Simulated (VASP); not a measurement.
# Ga3O2 (P4/mmm) in VASP: a series of runs, part 2 of 2

VASP 6.6.1. Earlier steps stand in the parts before.

### 5 Relaxation of cell and atoms, PBE

File INCAR:

```
ALGO = Normal
EDIFF = 1E-7
EDIFFG = -0.04
ENCUT = 600
GGA = PE
IBRION = 2
ISIF = 3
ISMEAR = 0
LASPH = T
LCHARG = F
LREAL = F
LWAVE = F
NELM = 100
NSW = 90
PREC = Accurate
SIGMA = 0.1
```

File KPOINTS:

```
k-points
0
Gamma
  4 4 4
```

File POSCAR:

```
Ga3O2
1.0
    3.8656899400      0.0000000000      0.0000000000
    0.0000000000      3.8656899400      0.0000000000
    0.0000000000      0.0000000000      6.0035560100
Ga O
3 2
Direct
    0.0000000000      0.0000000000      0.6474508500
    0.0000000000      0.0000000000      0.3525491500
    0.5000000000      0.5000000000      0.5000000000
    0.0000000000      0.0000000000      0.1250947700
    0.0000000000      0.0000000000      0.8749052300
```

Potentials or basis: VASP PAW PBE potentials, release 64 (Ga_d, O).

Launch:

```console
$ cat potpaw_PBE.64/Ga_d/POTCAR potpaw_PBE.64/O/POTCAR > POTCAR
$ mpirun -np 1 vasp_std > vasp.out
```

OUTCAR:

```text
EDIFF = 1E-7
   EDIFFG = -0.04
   ENCUT = 600
   GGA = PE
   IBRION = 2
   ISIF = 3
   ISMEAR = 0
   LASPH = T
   LREAL = F
   NELM = 100
   NSW = 90
   PREC = Accurate

 ion  position               nearest neighbor table
   1  0.000  0.000  0.647-   5 1.37   2 1.77   3 2.87   3 2.87   3 2.87   3 2.87
   2  0.000  0.000  0.353-   4 1.37   1 1.77   3 2.87   3 2.87   3 2.87   3 2.87
   3  0.500  0.500  0.500-   1 2.87   2 2.87   1 2.87   2 2.87   1 2.87   2 2.87   1 2.87   2 2.87

   4  0.000  0.000  0.125-   2 1.37   5 1.50
   5  0.000  0.000  0.875-   1 1.37   4 1.50

  LATTYP: Found a simple tetragonal cell.
 ALAT       =     3.8656899400
 C/A-ratio  =     1.5530360953

  Lattice vectors:

 A1 = (   3.8656899400,   0.0000000000,   0.0000000000)
 A2 = (   0.0000000000,   3.8656899400,   0.0000000000)
 A3 = (   0.0000000000,   0.0000000000,   6.0035560100)

Analysis of symmetry for initial positions (statically):
[... 887 lines left out ...]
     29      -0.0143      0.00000
     30      -0.0143      0.00000

[... ionic steps 4 to 46 ...]

--------------------------------------- Ionic step       47  -------------------------------------------

 number of electron      51.0000019 magnetization

------------------------ aborting loop because EDIFF is reached ----------------------------------------
[... 73 lines left out ...]
--------------------------------------- Ionic step       49  -------------------------------------------

 number of electron      51.0000025 magnetization

 Free energy of the ion-electron system (eV)
  ---------------------------------------------------
  ext. energy  EPLUGINS =         0.00000000
  ---------------------------------------------------
  free energy    TOTEN  =       -18.31262542 eV

  energy without entropy =      -18.30460035  energy(sigma->0) =      -18.30861289

 E-fermi :   2.1455     XC(G=0):  -9.2284

 val. band max:        2.1093007619   @ k =   0.5000   0.2500   0.2500
 cond. band min:       2.2049904784   @ k =   0.5000   0.5000   0.5000
 fundamental gap:      0.0956897165
 Fermi energy:         2.1454670554

 k-point     1 :       0.0000    0.0000    0.0000
  band No.  band energies     occupation
      1     -20.3947      2.00000
      2     -14.4413      2.00000
      3     -12.8120      2.00000
      4     -12.8086      2.00000
      5     -12.7486      2.00000
      6     -12.7164      2.00000
[... 615 lines left out ...]
  FREE ENERGIE OF THE ION-ELECTRON SYSTEM (eV)
  ---------------------------------------------------
  free  energy   TOTEN  =       -18.3126254207 eV

  energy  without entropy=      -18.3046003522  energy(sigma->0) =      -18.30861289

 reached required accuracy - stopping structural energy minimisation
```

CONTCAR:

```text
Ga3O2
   1.00000000000000
     3.4543153518718186    0.0000000000000000   -0.0000000000000000
    -0.0000000000000000    3.4543153518718186    0.0000000000000000
    -0.0000000000000000   -0.0000000000000000    8.0447746787086913
  Ga              O
     3     2
Direct
     0.0000000000000000    0.0000000000000000    0.6903187929858243
     0.0000000000000000    0.0000000000000000    0.3096812070141757
     0.5000000000000000    0.5000000000000000    0.5000000000000000
     0.0000000000000000    0.0000000000000000    0.9146000933372354
     0.0000000000000000    0.0000000000000000    0.0853999066627648

  0.00000000E+00  0.00000000E+00  0.00000000E+00
  0.00000000E+00  0.00000000E+00  0.00000000E+00
  0.00000000E+00  0.00000000E+00  0.00000000E+00
  0.00000000E+00  0.00000000E+00  0.00000000E+00
  0.00000000E+00  0.00000000E+00  0.00000000E+00
```

It took 18 min on 1 thread of Intel Xeon 6975P-C (Granite Rapids), shared host; peak memory 0.24 GiB.

Results:

- Free energy: -18.3126 eV
- Relaxed volume: 19.20 Å³/atom
- Relaxed cell: a = 3.454 Å, b = 3.454 Å, c = 8.045 Å, α = 90.00°, β = 90.00°, γ = 90.00°
- Space group after relaxing (to 0.05 Å): P4/mmm (No. 123)
- Energy gained by relaxing: 2600.4 meV/atom
- Ionic steps: 49
- Pressure after relaxing: 0.0 GPa
- Largest force after relaxing: 0.024 eV/Å

Forces in eV/Å, atoms in the order of the input:
```
Ga   0.000  0.000 -0.018
Ga   0.000  0.000  0.018
Ga   0.000  0.000  0.000
O    0.000  0.000  0.024
O    0.000  0.000 -0.024
```

Step by step:
```tsv
step	energy change (eV)	largest force (eV/Å)	pressure (GPa)	volume (Å³)
1	0.0000	25.5285	70.92	89.71
3	423.6541	2889.0007	457.34	131.49
5	14.5824	36.7440	-7.40	191.39
7	128.0367	1.9402	-100.59	307.13
9	2.9053	2.0035	-24.44	183.49
11	-2.4863	3.0965	-17.50	166.79
13	-3.6861	4.5960	-15.55	162.60
15	-3.9735	4.9431	-15.05	161.56
17	-4.0443	5.0274	-14.92	161.30
19	-4.0619	5.0483	-14.89	161.23
21	-4.0663	5.0534	-14.87	161.21
23	-4.0674	5.0548	-14.89	161.21
25	-8.9927	12.3151	13.53	110.91
27	-10.0579	7.3608	1.40	121.33
29	-11.1391	4.5477	3.40	117.15
31	-12.0893	1.7795	-5.81	119.59
33	-12.7718	0.9148	-1.58	112.51
35	-12.8309	0.6019	-1.39	110.13
37	-12.8803	0.7402	-1.71	107.65
39	-12.8880	0.4181	-0.43	91.08
41	-12.9991	0.1408	0.24	95.08
43	-13.0000	0.0409	-0.09	95.62
45	-13.0008	0.1356	0.05	95.72
47	-13.0016	0.0658	0.09	95.87
49	-13.0018	0.0244	-0.02	95.99
```

Final structure:
```xyz
5
Lattice="3.4543 0.0000 0.0000 0.0000 3.4543 0.0000 0.0000 0.0000 8.0448" Properties=species:S:1:pos:R:3 pbc="T T T"
Ga    0.0000    0.0000    5.5535
Ga    0.0000    0.0000    2.4913
Ga    1.7272    1.7272    4.0224
O     0.0000    0.0000    7.3578
O     0.0000    0.0000    0.6870
```

Levels at points of the mesh, in eV from the Fermi level:
```csv
k point,band 22,band 23,band 24,band 25,band 26,band 27,band 28,band 29
"(0.00, 0.00, 0.00)",-4.40,-0.32,-0.32,1.25,2.27,2.27,3.54,3.59
"(0.50, 0.00, 0.00)",-4.32,-3.03,-2.56,-0.22,0.16,3.85,4.26,4.83
"(0.50, 0.50, 0.00)",-3.28,-2.46,-2.46,-1.33,-1.33,-1.29,2.04,2.13
"(0.00, 0.00, 0.50)",-4.19,-0.41,-0.40,-0.40,2.48,2.48,3.51,5.34
"(0.50, 0.00, 0.50)",-4.31,-1.79,-1.50,-1.03,-0.24,1.62,4.54,5.39
"(0.50, 0.50, 0.50)",-3.71,-2.94,-2.94,-0.42,-0.42,0.06,1.35,1.35
```

Caveat: the k points lie up to 0.45 Å⁻¹ apart in the final cell; an odd number of electrons without spin polarisation forces a metal; a magnetic or distorted state may lie lower.

### 6 Relaxation of cell and atoms, PBE

This run uses another cell than the first one, of 19.40 Å³/atom, 1.081 times its volume.

File INCAR:

```
PREC = Accurate
ENCUT = 600
EDIFF = 1E-6
ISMEAR = 0
SIGMA = 0.1
LREAL = F
LASPH = T
NELM = 80
ALGO = Normal
ISIF = 3
LWAVE = F
LCHARG = F
GGA = PE
IBRION = 2
NSW = 90
EDIFFG = -0.04
```

File KPOINTS:

```
regular mesh
0
Gamma
  6 6 2
```

File POSCAR:

```
Ga3O2
1.0
    3.4656710296      0.0000000000      0.0000000000
    0.0000000000      3.4656710296      0.0000000000
    0.0000000000      0.0000000000      8.0765817351
Ga O
3 2
Direct
    0.0000000000      0.0000000000      0.6913058375
    0.0000000000      0.0000000000      0.3086941625
    0.5000000000      0.5000000000      0.5000000000
    0.0000000000      0.0000000000      0.0846944628
    0.0000000000      0.0000000000      0.9153055372
```

Potentials or basis: VASP PAW PBE potentials, release 64 (Ga_d, O).

Launch:

```console
$ cat potpaw_PBE.64/Ga_d/POTCAR potpaw_PBE.64/O/POTCAR > POTCAR
$ mpirun -np 1 vasp_std > vasp.out
```

Wall time 3.9 min (1 thread of Intel Xeon 6975P-C (Granite Rapids), shared host); peak memory 0.26 GiB.

It converged, with:

```
Free energy                            : -18.2424 eV
Relaxed volume                         : 20.32 Å³/atom
Relaxed cell                           : a = 3.545 Å, b = 3.545 Å, c = 8.083 Å, α = 90.00°, β = 90.00°, γ = 90.00°
Space group after relaxing (to 0.05 Å) : P4/mmm (No. 123)
Energy gained by relaxing              : 3.7 meV/atom
Ionic steps                            : 11
Pressure after relaxing                : 0.0 GPa
Largest force after relaxing           : 0.028 eV/Å
```

Forces in eV/Å, atoms in the order of the input:
```
Ga   0.000  0.000 -0.026
Ga   0.000  0.000  0.026
Ga   0.000  0.000  0.000
O    0.000  0.000 -0.028
O    0.000  0.000  0.028
```

Stress tensor (GPa, compression positive):
```
 0.01  0.00  0.00
 0.00  0.01  0.00
 0.00  0.00 -0.13
```

Step by step:
```csv
step,energy change (eV),largest force (eV/Å),pressure (GPa),volume (Å³)
1,0.0000,0.2522,1.21,97.01
2,-0.0032,0.5156,-0.11,99.08
3,-0.0062,0.2251,0.48,98.21
4,-0.0147,0.0425,0.03,100.08
5,-0.0164,0.1185,-0.31,101.29
6,-0.0165,0.1898,0.29,101.65
7,-0.0180,0.0570,0.10,101.48
8,-0.0180,0.0611,0.02,101.48
9,-0.0182,0.0569,-0.04,101.56
10,-0.0182,0.0594,-0.02,101.56
11,-0.0184,0.0281,-0.04,101.58
```

Final structure:
```
Ga O
1.0
     3.54513    0.00000    0.00000
     0.00000    3.54513    0.00000
     0.00000    0.00000    8.08277
Ga O
3 2
Direct
  0.00000 0.00000 0.69027
  0.00000 0.00000 0.30973
  0.50000 0.50000 0.50000
  0.00000 0.00000 0.08541
  0.00000 0.00000 0.91459
```

Levels at points of the mesh, in eV from the Fermi level:
```tsv
k point	band 23	band 24	band 25	band 26	band 27	band 28
(0.00, 0.00, 0.00)	-0.50	-0.50	0.92	2.00	2.00	3.22
(0.50, 0.00, 0.00)	-3.13	-2.47	-0.42	0.10	3.66	4.07
(0.50, 0.50, 0.00)	-2.40	-2.40	-1.60	-1.40	-1.40	1.91
(0.00, 0.00, 0.50)	-0.59	-0.58	-0.58	2.21	2.21	2.99
(0.50, 0.00, 0.50)	-1.88	-1.41	-1.11	-0.44	1.46	4.31
(0.50, 0.50, 0.50)	-2.88	-2.88	-0.52	-0.52	-0.24	1.31
```

Caveat: the k points lie up to 0.39 Å⁻¹ apart in the final cell; an odd number of electrons without spin polarisation forces a metal; a magnetic or distorted state may lie lower.

### 7 Overview

| task | cell | k mesh | cutoff (eV) | gap on the mesh (eV) | pressure (GPa) | relaxed volume (Å³/atom) | largest force (eV/Å) |
| --- | --- | --- | --- | --- | --- | --- | --- |
| single point | a = 3.866, b = 3.866, c = 6.004 Å, 5 atoms | 4 × 4 × 4 | 520 | none | 71.0 | - | 25.54 |
| single point | a = 3.466, b = 3.466, c = 8.077 Å, 5 atoms | 4 × 4 × 4 | 520 | none | 0.1 | - | 0.21 |
| single point | a = 3.536, b = 3.536, c = 8.075 Å, 5 atoms | 6 × 6 × 2 | 520 | none | 0.4 | - | 0.22 |
| relaxation of cell and atoms | relaxed from a = 3.866, b = 3.866, c = 6.004 Å, 5 atoms | 4 × 4 × 4 | 600 | none | 0.0 | 19.20 | 0.02 |
| relaxation of cell and atoms | relaxed from a = 3.466, b = 3.466, c = 8.077 Å, 5 atoms | 6 × 6 × 2 | 600 | none | 0.0 | 20.32 | 0.03 |

Alike in all rows: level PBE; potentials or basis VASP PAW PBE potentials, release 64 (Ga_d, O); no spin polarisation; smearing gaussian 0.1 eV.

Caveats: all runs use coarse meshes; an odd number of electrons without spin polarisation forces a metal; a magnetic or distorted state may lie lower.

Absolute energies hang on the potentials; compare differences alone.
